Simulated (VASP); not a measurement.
# H3C18N in VASP: further runs

Runs on H3C18N. Level: PBE+D3(BJ). Tasks: single point.

All numbers are computed with VASP 6.6.1; they aren't measurements. Logs are shortened: lines on timing, memory, paths and dates and some standing lists are left out, and cuts for length are marked.

**1. The cell of the first run**

The cell holds a slab with vacuum, 22 atoms: a = 7.398 Å, b = 7.398 Å, c = 12.000 Å, α = 90.00°, β = 90.00°, γ = 120.00°.

**2. Single point, PBE+D3(BJ)**

INCAR

```
PREC     = Accurate       # precision mode
ENCUT    = 520            # plane-wave cutoff, eV
EDIFF    = 1E-7           # SCF threshold, eV
ISMEAR   = 0              # smearing method
SIGMA    = 0.05           # smearing width, eV
LREAL    = Auto         
LASPH    = T              # aspherical terms in the spheres
NELM     = 100            # most SCF steps
ALGO     = Normal         # electronic algorithm
ISIF     = 2              # what is computed and relaxed
LWAVE    = F              # write WAVECAR
LCHARG   = F              # write CHGCAR
GGA      = PE             # functional
IVDW     = 12             # dispersion correction
NBANDS   = 57             # bands
```

KPOINTS

```
regular mesh
0
Gamma
  2 2 1
```

POSCAR

```
H3C18N
1.0
    7.3980000000      0.0000000000      0.0000000000
   -3.6990000000      6.4068560000      0.0000000000
    0.0000000000      0.0000000000     12.0000000000
C N H
18 1 3
Direct
    0.0109104652      0.0076752154      0.0638535000
    0.2342620121      0.1184164277      0.0705478333
    0.0109633676      0.3396125963      0.0698046667
    0.2315234341      0.4506113451      0.0729265000
    0.0105304594      0.6735637573      0.0657430833
    0.2333745209      0.7854321995      0.0718939167
    0.3419862385      0.0060146506      0.0790341667
    0.5668809460      0.1162479694      0.1179115833
    0.3393948394      0.3382879216      0.0759403333
    0.5673903310      0.4535186993      0.0939383333
    0.3436797676      0.6729615899      0.0751565833
    0.5678539934      0.7867612445      0.0730022500
    0.6796134249      0.0060013835      0.0777764167
    0.8990845635      0.1174624496      0.0689906667
    0.6818818416      0.3404225099      0.0805874167
    0.8979371745      0.4494891098      0.0688406667
    0.6799864758      0.6791827380      0.0709699167
    0.9001764117      0.7863047023      0.0655270833
    0.5602086634      0.1093729904      0.2414350833
    0.5671591291      0.4554126080      0.1882285833
    0.6936923050      0.1678679839      0.2861247500
    0.4231742812      0.0569792735      0.2817665000
```

Potentials or basis: VASP PAW PBE potentials, release 64 (C, N, H).

Command:

```sh
$ cat potpaw_PBE.64/C/POTCAR potpaw_PBE.64/N/POTCAR potpaw_PBE.64/H/POTCAR > POTCAR
$ mpirun -np 1 vasp_std > vasp.out
```

OUTCAR:

```text
PREC = Accurate
   ENCUT = 520
   EDIFF = 1E-7
   ISMEAR = 0
   LREAL = Auto
   LASPH = T
   NELM = 100
   ISIF = 2
   GGA = PE
   IVDW = 12
 IVDW          = 12

 ion  position               nearest neighbor table
   1  0.011  0.008  0.064-  18 1.42  14 1.42   2 1.43
   2  0.234  0.118  0.071-   9 1.41   7 1.41   1 1.43
   3  0.011  0.340  0.070-   4 1.41  14 1.42  16 1.43
   4  0.232  0.451  0.073-   9 1.41   3 1.41  11 1.42
   5  0.011  0.674  0.066-  18 1.43   6 1.43  16 1.44
   6  0.233  0.785  0.072-   7 1.42  11 1.43   5 1.43
   7  0.342  0.006  0.079-   2 1.41   6 1.42   8 1.51
   8  0.567  0.116  0.118-  19 1.48  15 1.50  13 1.51   7 1.51
   9  0.339  0.338  0.076-   2 1.41   4 1.41  10 1.48
  10  0.567  0.454  0.094-  20 1.13  15 1.47  17 1.47   9 1.48
  11  0.344  0.673  0.075-   4 1.42   6 1.43  12 1.44
  12  0.568  0.787  0.073-  13 1.41  17 1.41  11 1.44
  13  0.680  0.006  0.078-  12 1.41  14 1.41   8 1.51
  14  0.899  0.117  0.069-  13 1.41   1 1.42   3 1.42
  15  0.682  0.340  0.081-  16 1.39  10 1.47   8 1.50
  16  0.898  0.449  0.069-  15 1.39   3 1.43   5 1.44
  17  0.680  0.679  0.071-  12 1.41  18 1.41  10 1.47
  18  0.900  0.786  0.066-  17 1.41   1 1.42   5 1.43
  19  0.560  0.109  0.241-  22 1.01  21 1.01   8 1.48
  20  0.567  0.455  0.188-  10 1.13
  21  0.694  0.168  0.286-  19 1.01
  22  0.423  0.057  0.282-  19 1.01

  LATTYP: Found a hexagonal cell.
 ALAT       =     7.3980000000
 C/A-ratio  =     1.6220600162

  Lattice vectors:

 A1 = (   7.3980000000,   0.0000000000,   0.0000000000)
 A2 = (  -3.6990000000,   6.4068560000,   0.0000000000)
 A3 = (   0.0000000000,   0.0000000000,  12.0000000000)

Analysis of symmetry for initial positions (statically):
=====================================================================
 Subroutine PRICEL returns:
 Original cell was already a primitive cell.

 Routine SETGRP: Setting up the symmetry group for a
 hexagonal supercell.

 Subroutine GETGRP returns: Found  1 space group operations
 (whereof  1 operations were pure point group operations)
 out of a pool of 24 trial point group operations.

The static configuration has the point symmetry C_1 .

Analysis of symmetry for dynamics (positions and initial velocities):
=====================================================================
 Subroutine PRICEL returns:
 Original cell was already a primitive cell.

 Routine SETGRP: Setting up the symmetry group for a
 hexagonal supercell.

 Subroutine GETGRP returns: Found  1 space group operations
 (whereof  1 operations were pure point group operations)
 out of a pool of 24 trial point group operations.

The dynamic configuration has the point symmetry C_1 .

 Subroutine INISYM returns: Found  1 space group operations
 (whereof  1 operations are pure point group operations),
 and found     1 'primitive' translations

----------------------------------------------------------------------------------------

                                     Primitive cell

  volume of cell :     568.7750

  direct lattice vectors                    reciprocal lattice vectors
     7.398000000  0.000000000  0.000000000     0.135171668  0.078041398  0.000000000
    -3.699000000  6.406856000  0.000000000     0.000000000  0.156082796  0.000000000
     0.000000000  0.000000000 12.000000000     0.000000000  0.000000000  0.083333333

  length of vectors
     7.398000000  7.398000054 12.000000000     0.156082797  0.156082796  0.083333333

  position of ions in fractional coordinates (direct lattice)
     0.010910465  0.007675215  0.063853500
     0.234262012  0.118416428  0.070547833
     0.010963368  0.339612596  0.069804667
     0.231523434  0.450611345  0.072926500
     0.010530459  0.673563757  0.065743083
     0.233374521  0.785432200  0.071893917
[... 14 lines left out ...]
     0.693692305  0.167867984  0.286124750
     0.423174281  0.056979273  0.281766500

  ion indices of the primitive-cell ions
   primitive index   ion index
                 1           1
                 2           2
                 3           3
                 4           4
                 5           5
                 6           6
[... 14 lines left out ...]
                21          21
                22          22

----------------------------------------------------------------------------------------

 KPOINTS: regular mesh

Automatic generation of k-mesh.
 Grid dimensions read from file:
 generate k-points for:    2    2    1

 Generating k-lattice:

  Cartesian coordinates                     Fractional coordinates (reciprocal lattice)
     0.067585834  0.039020699  0.000000000     0.500000000  0.000000000  0.000000000
     0.000000000  0.078041398  0.000000000     0.000000000  0.500000000  0.000000000
     0.000000000  0.000000000  0.083333333     0.000000000  0.000000000  1.000000000

  Length of vectors
     0.078041399  0.078041398  0.083333333

  Shift w.r.t. Gamma in fractional coordinates (k-lattice)
     0.000000000  0.000000000  0.000000000

 Subroutine IBZKPT returns following result:
 ===========================================

 Found      4 irreducible k-points:

 Following reciprocal coordinates:
            Coordinates               Weight
  0.000000  0.000000  0.000000      1.000000
  0.500000  0.000000  0.000000      1.000000
  0.000000  0.500000  0.000000      1.000000
  0.500000  0.500000  0.000000      1.000000
   k-points           NKPTS =      4   k-points in BZ     NKDIM =      4   number of bands    NBANDS=     57
   number of dos      NEDOS =    301   number of ions     NIONS =     22
   total plane-waves  NPLWV = 282240
   dimension x,y,z NGX =    56 NGY =   56 NGZ =   90
   dimension x,y,z NGXF=   112 NGYF=  112 NGZF=  180
   ions per type =              18   1   3
   NGX,Y,Z   is equivalent  to a cutoff of  12.58, 12.58, 12.47 a.u.
   NGXF,Y,Z  is equivalent  to a cutoff of  25.17, 25.17, 24.94 a.u.
 SYSTEM =  unknown system
   PREC   = accura    normal or accurate (medium, high low for compatibility)
   ISTART =      0    job   : 0-new  1-cont  2-samecut
   ICHARG =      2    charge: 1-file 2-atom 10-const
   ISPIN  =      1    spin polarized calculation?
   LNONCOLLINEAR =      F non collinear calculations
   LSORBIT =      F    spin-orbit coupling
   LASPH  =      T    aspherical Exc in radial PAW
   ENCUT  =  520.0 eV  38.22 Ry    6.18 a.u.  13.76 13.76 22.31*2*pi/ulx,y,z
   NELM   =    100;   NELMIN=  2; NELMDL= -5     # of ELM steps
   EDIFF  = 0.1E-06   stopping-criterion for ELM
   LREAL  =      T    real-space projection
   EDIFFG = 0.1E-05   stopping-criterion for IOM
   NSW    =      0    number of steps for IOM
   IBRION =     -1    ionic relax: 0-MD 1-quasi-New 2-CG
   NFREE  =      0    steps in history (QN), initial steepest desc. (CG)
   ISIF   =      2    stress and relaxation
   ISYM   =      2    0-nonsym 1-usesym 2-fastsym
   POTIM  = 0.5000    time-step for ionic-motion
   TEBEG  =    0.0;   TEEND  =   0.0 temperature during run
   PSTRESS=    0.0 pullay stress
   NELECT =      80.0000    total number of electrons
   NUPDOWN=      -1.0000    fix difference up-down
   EMIN   =  10.00;   EMAX   =-10.00  energy-range for DOS
   EFERMI =   0.00;   METHOD = LEGACY
   ISMEAR =     0;   SIGMA  =   0.05  broadening in eV -4-tet -1-fermi 0-gaus
   EFERMI_NEDOS =   21; number of points for ismear=-14 and -15
   IALGO  =     38    algorithm
   IMIX   =      4    mixing-type and parameters
     AMIX     =   0.40;   BMIX     =  1.00
     AMIX_MAG =   1.60;   BMIX_MAG =  1.00
  volume/ion in A,a.u.               =      25.85       174.47
  Fermi-wavevector in a.u.,A,eV,Ry     =   0.851382  1.608879  9.862209  0.724852
  Thomas-Fermi vector in A             =   1.967507
   LORBIT       =      0    0 simple, 1 ext, 2 COOP (PROOUT), +10 PAW based schemes
   GGA     = PE    functional components
   LHFCALC =     F    Hartree Fock is set to
   AEXX    =    0.0000 exact exchange contribution
   IVDW    =    12    specifies the selected vdW correction
   LEPSILON=     F    determine dielectric tensor
   LRPA    =     F    only Hartree local field effects (RPA)
 non-spin polarized calculation
 Gauss-broadening in eV      SIGMA  =   0.05
  energy-cutoff  :      520.00
  volume of cell :      568.78
 maximum number of plane-waves:     15363
 NGX is ok and might be reduce to    56
   NGX = 27   NGY = 27   NGZ = 45

 number of electron      80.0000001 magnetization

 Free energy of the ion-electron system (eV)
  ---------------------------------------------------
  ext. energy  EPLUGINS =         0.00000000
  ---------------------------------------------------
  free energy    TOTEN  =      -181.48596476 eV

  energy without entropy =     -181.47259877  energy(sigma->0) =     -181.47928177

 E-fermi :  -1.1673     XC(G=0):  -4.0318

 val. band max:       -1.1788572693   @ k =   0.0000   0.0000   0.0000
 cond. band min:      -1.1556621470   @ k =   0.0000   0.0000   0.0000
 fundamental gap:      0.0231951222
 Fermi energy:        -1.1672597368

 k-point     1 :       0.0000    0.0000    0.0000
  band No.  band energies     occupation
      1     -20.9855      2.00000
      2     -19.5574      2.00000
      3     -18.4778      2.00000
      4     -18.2981      2.00000
      5     -18.2274      2.00000
      6     -18.1469      2.00000
[... 44 lines left out ...]
     51       4.2553      0.00000
     52       4.4345      0.00000

 k-point     2 :       0.5000    0.0000    0.0000
  band No.  band energies     occupation
      1     -20.5804      2.00000
      2     -20.1259      2.00000
      3     -19.4363      2.00000
      4     -18.8666      2.00000
      5     -18.0633      2.00000
      6     -16.5236      2.00000
[... 44 lines left out ...]
     51       3.9303      0.00000
     52       4.3060      0.00000

 k-point     3 :       0.0000    0.5000    0.0000
  band No.  band energies     occupation
      1     -20.5280      2.00000
      2     -20.2335      2.00000
      3     -19.3379      2.00000
      4     -18.8853      2.00000
      5     -18.1148      2.00000
      6     -16.5400      2.00000
[... 44 lines left out ...]
     51       3.9248      0.00000
     52       4.2498      0.00000

 k-point     4 :       0.5000    0.5000    0.0000
  band No.  band energies     occupation
      1     -20.5395      2.00000
      2     -20.2175      2.00000
      3     -19.3309      2.00000
      4     -18.8831      2.00000
      5     -18.1610      2.00000
      6     -16.5011      2.00000
[... 44 lines left out ...]
     51       3.9599      0.00000
     52       4.1765      0.00000
 [bands above 52 left out]

------------------------ aborting loop because EDIFF is reached ----------------------------------------

 Edisp (eV)   -1.83441

 E8    (eV) :    -0.5562

  FORCE on cell =-STRESS in cart. coord.  units (eV):
  Direction    XX          YY          ZZ          XY          YZ          ZX
  --------------------------------------------------------------------------------------
  -------------------------------------------------------------------------------------
  Total       3.18001     4.02975    -0.23190    -1.05952    -0.05595    -0.00713
  in kB       8.95775    11.35136    -0.65323    -2.98456    -0.15760    -0.02009
  external pressure =        6.55 kB  Pullay stress =        0.00 kB

 VOLUME and BASIS-vectors are now :
 -----------------------------------------------------------------------------
  energy-cutoff  :      520.00
  volume of cell :      568.78
      direct lattice vectors                 reciprocal lattice vectors
     7.398000000  0.000000000  0.000000000     0.135171668  0.078041398  0.000000000
    -3.699000000  6.406856000  0.000000000     0.000000000  0.156082796  0.000000000
     0.000000000  0.000000000 12.000000000     0.000000000  0.000000000  0.083333333

 POSITION                                       TOTAL-FORCE (eV/Angst)
 -----------------------------------------------------------------------------------
      0.05232      0.04917      0.76624        -0.011732      0.015471     -0.001896
      1.29505      0.75868      0.84657         0.001187     -0.023950      0.002548
     -1.17512      2.17585      0.83766         0.003855     -0.009626      0.000870
      0.04600      2.88700      0.87512        -0.014640      0.009924     -0.005741
     -2.41361      4.31543      0.78892         0.009739     -0.001356     -0.004689
     -1.17881      5.03215      0.86273        -0.011554      0.005557     -0.001253
[... 14 lines left out ...]
      4.51099      1.07551      3.43350        -0.007127     -0.020357     -0.001169
      2.91988      0.36506      3.38120         0.002935     -0.013838      0.029843
 -----------------------------------------------------------------------------------
    total drift:                                0.008714      0.006047      0.005357

  FREE ENERGIE OF THE ION-ELECTRON SYSTEM (eV)
  ---------------------------------------------------
  free  energy   TOTEN  =      -183.3203735625 eV

  energy  without entropy=     -183.3070075701  energy(sigma->0) =     -183.31369057
```

It took 10 min on 1 thread of Intel Xeon 8259CL, shared host; peak memory 0.61 GiB.

What came out:

```
Free energy                : -183.3204 eV
Largest force              : 0.076 eV/Å
Band gap on the k mesh     : 0.02 eV
Dispersion energy per atom : -0.083 eV
```

Forces in eV/Å, atoms in the order of the input:
```
C   -0.012  0.015 -0.002
C    0.001 -0.024  0.003
C    0.004 -0.010  0.001
C   -0.015  0.010 -0.006
C    0.010 -0.001 -0.005
C   -0.012  0.006 -0.001
C    0.034  0.034  0.006
C    0.014  0.016  0.017
C   -0.015 -0.020 -0.011
C    0.053  0.045 -0.025
C    0.011 -0.006  0.003
C    0.003  0.016 -0.011
C   -0.029  0.019  0.035
C   -0.004 -0.014 -0.007
C   -0.026 -0.047  0.016
C   -0.006 -0.002 -0.003
C    0.009  0.012  0.007
C   -0.006 -0.009 -0.006
N   -0.004  0.007 -0.075
H   -0.005 -0.014  0.037
H   -0.007 -0.020 -0.001
H    0.003 -0.014  0.030
```

Caveat: the k points lie up to 0.49 Å⁻¹ apart; there is no dipole correction, which matters where the two faces differ.

**3. Single point, PBE+D3(BJ)**

INCAR

```
SYSTEM = H3C18N
PREC = Accurate
ENCUT = 520
EDIFF = 1E-6
ISMEAR = 0
SIGMA = 0.05
LREAL = Auto
LASPH = .TRUE.
NELM = 60
ALGO = Normal
ISIF = 2
LWAVE = .FALSE.
LCHARG = .TRUE.
GGA = PE
IVDW = 12
LELF = .TRUE.
LVHAR = .TRUE.
NBANDS = 57
```

KPOINTS

```
Automatic mesh
0
G
  2 2 1
  0 0 0
```

POSCAR

```
H3C18N
1.0
    7.3980000000      0.0000000000      0.0000000000
   -3.6990000000      6.4068560000      0.0000000000
    0.0000000000      0.0000000000     12.0000000000
C N H
18 1 3
Direct
    0.0104150826      0.0072275700      0.0629090000
    0.2337391668      0.1178927699      0.0699152500
    0.0101979309      0.3390895628      0.0705439167
    0.2310017581      0.4501989743      0.0730941667
    0.0099441876      0.6729286564      0.0659030000
    0.2324436955      0.7845973126      0.0712530000
    0.3415159467      0.0053725259      0.0784262500
    0.5660077148      0.1143609284      0.1177834167
    0.3386609378      0.3376484503      0.0760444167
    0.5669131712      0.4534803030      0.0954830833
    0.3428686852      0.6722999549      0.0748194167
    0.5672457151      0.7864362801      0.0723719167
    0.6790817992      0.0053809544      0.0773012500
    0.8983006196      0.1167872354      0.0688505000
    0.6812274155      0.3396840822      0.0838029167
    0.8970824818      0.4488786700      0.0705672500
    0.6797509290      0.6791412200      0.0702720833
    0.8996687492      0.7859552330      0.0646952500
    0.5553800286      0.0907354559      0.2430652500
    0.5653482441      0.4631260637      0.1893344167
    0.7022106686      0.1727892745      0.2762523333
    0.4674017237      0.1486755750      0.2764784167
```

Potentials or basis: VASP PAW PBE potentials, release 64 (C, N, H).

Command:

```sh
$ cat potpaw_PBE.64/C/POTCAR potpaw_PBE.64/N/POTCAR potpaw_PBE.64/H/POTCAR > POTCAR
$ mpirun -np 1 vasp_std > vasp.out
```

Run time: 11 min. Hardware: 1 thread of Intel Xeon 8259CL, shared host; peak memory 0.6 GiB.

Results (log left out):

- Free energy: -183.4372 eV
- Largest force: 0.037 eV/Å
- Band gap on the k mesh: 0.01 eV
- Dispersion energy per atom: -0.084 eV

Forces on the atoms (eV/Å):
```
C   -0.008  0.008 -0.007
C   -0.002 -0.011 -0.003
C   -0.003 -0.004 -0.002
C    0.001  0.003 -0.005
C    0.002  0.001 -0.008
C   -0.003 -0.004  0.002
C    0.003  0.010 -0.008
C   -0.004 -0.005  0.004
C    0.009  0.010 -0.005
C    0.005 -0.002 -0.008
C    0.002 -0.003  0.003
C   -0.008 -0.006 -0.003
C   -0.006  0.020 -0.003
C   -0.003  0.001 -0.003
C   -0.011 -0.018 -0.002
C    0.009  0.001  0.005
C    0.004 -0.010 -0.005
C    0.006  0.000 -0.004
N    0.001  0.031  0.020
H    0.000  0.002  0.019
H    0.019 -0.012  0.007
H   -0.015 -0.010  0.007
```

Levels at points of the mesh, in eV from the valence-band top:
| k point | band 36 | band 37 | band 38 | band 39 | band 40 | band 41 | band 42 | band 43 | band 44 | band 45 |
| --- | --- | --- | --- | --- | --- | --- | --- | --- | --- | --- |
| (0.00, 0.00, 0.00) | -3.04 | -2.61 | -1.99 | -1.42 | 0.00 | 0.01 | 1.46 | 2.24 | 3.03 | 3.88 |
| (0.50, 0.00, 0.00) | -2.83 | -2.66 | -2.42 | -2.05 | -0.35 | 0.22 | 2.03 | 2.40 | 2.56 | 3.29 |
| (0.00, 0.50, 0.00) | -2.83 | -2.73 | -2.52 | -1.98 | -0.38 | 0.33 | 1.89 | 2.41 | 2.46 | 3.23 |
| (0.50, 0.50, 0.00) | -2.82 | -2.62 | -2.38 | -1.96 | -0.47 | 0.15 | 1.91 | 2.45 | 2.57 | 3.28 |

Caveat: the k points lie up to 0.49 Å⁻¹ apart; there is no dipole correction, which matters where the two faces differ.
